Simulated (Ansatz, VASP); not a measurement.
One calculation of CsPbBr3, two programs

```
Cs Pb Br
1.0
     5.85867    0.00000    0.00000
     0.00000    5.85867    0.00000
     0.00000    0.00000    5.85867
Cs Pb Br
1 1 3
Direct
  0.50000 0.50000 0.50000
  0.00000 0.00000 0.00000
  0.50000 0.00000 0.00000
  0.00000 0.50000 0.00000
  0.00000 0.00000 0.50000
```

Alike in both runs: task single point; functional PBEsol; k mesh 6 × 6 × 6; occupations gaussian, width 0.01 eV; no spin polarisation.

|  | VASP | Ansatz |
| --- | --- | --- |
| version | VASP 6.6.1 | Ansatz 0.2.0 |
| potentials or method | VASP PAW PBE potentials, release 64 (Cs_sv, Pb_d, Br) | scalar-relativistic, plane waves, PAW |
| plane-wave cutoff (eV) | 520 | 420 |
| valence electrons in the cell | 44 | 44 |

|  | VASP | Ansatz | Ansatz less VASP |
| --- | --- | --- | --- |
| gap on the k mesh at the Fermi level (eV) | 1.40 | 1.40 | -0.001 |
| least direct gap on the mesh (eV) | 1.40 | 1.40 | -0.001 |

VASP's potentials were made for PBE, not for PBEsol. With one functional, cell and mesh, what is left measures potentials, basis and numerics.

Spin-orbit coupling is off throughout.
